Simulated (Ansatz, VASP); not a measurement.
Ba in VASP and in Ansatz

```xyz
1
Lattice="0.0000 3.0726 3.0726 3.0726 0.0000 3.0726 3.0726 3.0726 0.0000" Properties=species:S:1:pos:R:3 pbc="T T T"
Ba    0.0000    0.0000    0.0000
```

Alike in both runs: task relaxation of cell and atoms; functional PBEsol; k mesh 12 × 12 × 12; occupations fermi-dirac, width 0.08 eV; no spin polarisation.

|  | VASP | Ansatz |
| --- | --- | --- |
| version | VASP 6.6.1 | Ansatz 0.2.0 |
| potentials or method | VASP PAW PBE potentials, release 64 (Ba_sv) | PAW with Ansatz's default frozen-core files, scalar-relativistic |
| plane-wave cutoff (eV) | 600 | 420 |
| valence electrons in the cell | 10 | 10 |

```tsv
	VASP	Ansatz	Ansatz less VASP
relaxed volume (Å³/atom)	59.09	58.50	-0.590
relaxed cell length with the largest relative difference (Å)	4.372	4.357	-0.0146
```

VASP's potentials were made for PBE, not for PBEsol.

Neither program's run includes spin-orbit coupling.
